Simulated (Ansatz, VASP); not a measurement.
**One calculation of TaN, two programs**

```xyz
54
Lattice="7.7940 4.4999 0.0000 -7.7940 4.4999 0.0000 0.0000 0.0000 8.7330" Properties=species:S:1:pos:R:3 pbc="T T T"
Ta    0.0000    2.9999    1.4555
Ta    0.0000    2.9999    4.3665
Ta    0.0000    2.9999    7.2775
Ta    5.1960    2.9999    1.4555
Ta    5.1960    2.9999    4.3665
Ta    5.1960    2.9999    7.2775
Ta   -5.1960    2.9999    1.4555
Ta   -5.1960    2.9999    4.3665
Ta   -5.1960    2.9999    7.2775
Ta   -5.1960    5.9998    1.4555
Ta   -5.1960    5.9998    4.3665
Ta   -5.1960    5.9998    7.2775
Ta    0.0000    5.9998    1.4555
Ta    0.0000    5.9998    4.3665
Ta    0.0000    5.9998    7.2775
Ta   -2.5980    1.5000    1.4555
Ta   -2.5980    1.5000    4.3665
Ta   -2.5980    1.5000    7.2775
Ta    0.0000    0.0000    0.0000
Ta    0.0000    0.0000    2.9110
Ta    0.0000    0.0000    5.8220
Ta   -2.5980    4.4999    0.0000
Ta   -2.5980    4.4999    2.9110
Ta   -2.5980    4.4999    5.8220
Ta    2.5980    4.4999    0.0000
Ta    2.5980    4.4999    2.9110
Ta    2.5980    4.4999    5.8220
N    -5.7528    4.4999    0.0000
N    -5.7528    4.4999    2.9110
N    -5.7528    4.4999    5.8220
N    -0.5568    4.4999    0.0000
N    -0.5568    4.4999    2.9110
N    -0.5568    4.4999    5.8220
N     4.6393    4.4999    0.0000
N     4.6393    4.4999    2.9110
N     4.6393    4.4999    5.8220
N     1.5774    2.7321    0.0000
N     1.5774    2.7321    2.9110
N     1.5774    2.7321    5.8220
N    -1.0206    7.2320    0.0000
N    -1.0206    7.2320    2.9110
N    -1.0206    7.2320    5.8220
N    -3.6186    2.7321    0.0000
N    -3.6186    2.7321    2.9110
N    -3.6186    2.7321    5.8220
N    -1.0206    1.7678    0.0000
N    -1.0206    1.7678    2.9110
N    -1.0206    1.7678    5.8220
N    -3.6186    6.2676    0.0000
N    -3.6186    6.2676    2.9110
N    -3.6186    6.2676    5.8220
N     1.5774    6.2676    0.0000
N     1.5774    6.2676    2.9110
N     1.5774    6.2676    5.8220
```

Alike in both runs: task single point; functional PBE; k mesh 3 × 3 × 2; occupations gaussian, width 0.05 eV; no spin polarisation.

```csv
,VASP,Ansatz
version,VASP 6.6.1,Ansatz 0.2.0
potentials or method,"VASP PAW PBE potentials, release 64 (Ta_pv, N), cutoff 520 eV","scalar-relativistic, plane waves, PAW"
valence electrons in the cell,432,486
```

|  | VASP | Ansatz | Ansatz less VASP |
| --- | --- | --- | --- |
| gap on the k mesh at the Fermi level (eV) | none | none | - |
| rms of the force components (eV/Å) | 0.023 | 0.020 | -0.0021 |

Atom by atom the forces differ by 0.002 eV/Å (rms over components). A gap of «none» marks a metal or a gap that the smearing closes. VASP's potentials hold 432 valence electrons a cell and Ansatz's 486, so a difference there can come from the potentials and not from the codes. Ansatz's warnings: structure snapped to symmetry.

Spin-orbit coupling is off throughout.
